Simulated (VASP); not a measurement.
Here is a VASP 6.6.1 calculation.

Contents of INCAR:

```
SYSTEM = Al2O3
PREC     = Accurate       ! precision mode
ENCUT    = 520            ! plane-wave cutoff, eV
EDIFF    = 1E-7           ! SCF threshold, eV
ISMEAR   = 0              ! smearing method
SIGMA    = 0.05           ! smearing width, eV
LREAL    = .False.        ! projectors in reciprocal space
LASPH    = .True.         ! aspherical terms in the spheres
NELM     = 60             ! most SCF steps
ALGO     = Normal         ! electronic algorithm
ISIF     = 2              ! what is computed and relaxed
LWAVE    = .False.        ! write WAVECAR
LCHARG   = .False.        ! write CHGCAR
GGA      = PS             ! functional
NBANDS   = 35             ! bands
```

File KPOINTS:

```
regular mesh
0
Gamma
  6 6 6
  0 0 0
```

File POSCAR:

```
Al2O3
1.0
    2.3358509594      1.3486041802      4.5284363933
   -2.3358509594      1.3486041802      4.5284363933
    0.0000000000     -2.6972083604      4.5284363933
Al O
4 6
Direct
    0.8481927811      0.8481927811      0.8481927811
    0.6518072189      0.6518072189      0.6518072189
    0.1518072189      0.1518072189      0.1518072189
    0.3481927811      0.3481927811      0.3481927811
    0.0558571577      0.4441428423      0.7500000000
    0.7500000000      0.0558571577      0.4441428423
    0.4441428423      0.7500000000      0.0558571577
    0.9441428423      0.5558571577      0.2500000000
    0.2500000000      0.9441428423      0.5558571577
    0.5558571577      0.2500000000      0.9441428423
```

Potentials or basis: VASP PAW PBE potentials, release 64 (Al, O).

Run with:

```console
$ cat potpaw_PBE.64/Al/POTCAR potpaw_PBE.64/O/POTCAR > POTCAR
$ mpirun -np 1 vasp_std > vasp.out
```

Estimate the pressure.

0.8 GPa.

Predict the band gap on the k mesh.

5.87 eV.

What does it give for the largest force?

0.461 eV/Å.

Forces in eV/Å, atoms in the order of the input:
```
Al   0.000  0.000  0.461
Al   0.000  0.000 -0.461
Al   0.000  0.000 -0.461
Al   0.000  0.000  0.461
O    0.315  0.000  0.000
O   -0.157  0.273  0.000
O   -0.157 -0.273  0.000
O   -0.315  0.000  0.000
O    0.157 -0.273  0.000
O    0.157  0.273  0.000
```

Caveat: the stress differs along the axes, from -15 to 9 GPa; the PAW data sets were made with another functional, which shifts forces and pressure a little.
